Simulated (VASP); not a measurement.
Crystal: NiO.

```xyz
2
Lattice="0.0000 2.0859 2.0859 2.0859 0.0000 2.0859 2.0859 2.0859 0.0000" Properties=species:S:1:pos:R:3 pbc="T T T"
Ni    0.0000    0.0000    0.0000
O     2.0859    2.0859    2.0859
```

```yaml
Program: VASP 6.6.1
Task: relaxation of cell and atoms
Functional: LDA
Potentials_or_basis: VASP PAW LDA potentials, release 64 (Ni_sv_GW, O)
Cutoff: 700 eV
k_mesh: 11 × 11 × 11
Occupations: fermi-dirac, width 0.05 eV
Spin: collinear spin, ferromagnetic start
Starting_moments: "[1.0, 0.0] μB"
Hubbard_terms: Ni d U = 4.0 eV
```

At the start: pressure -8.3 GPa; volume 9.08 Å³/atom.

Question: How do energy, volume and symmetry change on relaxing?

Answer: Over 3 steps the energy falls by 9.0 meV/atom and the volume is 8.74 Å³/atom (-3.7 %); space group Fm-3m (No. 225, to 0.1 Å) before and after; moment 2.00 μB per cell.

Step by step:
| step | energy change (eV) | largest force (eV/Å) | pressure (GPa) | volume (Å³) |
| --- | --- | --- | --- | --- |
| 1 | 0.0000 | 0.0000 | -8.31 | 18.15 |
| 2 | -0.0045 | 0.0000 | 8.37 | 16.94 |
| 3 | -0.0180 | 0.0000 | -0.06 | 17.48 |

Final structure:
```
CELL_PARAMETERS angstrom
0.00000 2.06001 2.06001
2.06001 0.00000 2.06001
2.06001 2.06001 0.00000
ATOMIC_POSITIONS crystal
Ni 0.00000 0.00000 0.00000
O 0.50000 0.50000 0.50000
```

Caveat: a cell with one magnetic atom can't hold antiferromagnetic order, which such compounds often take.
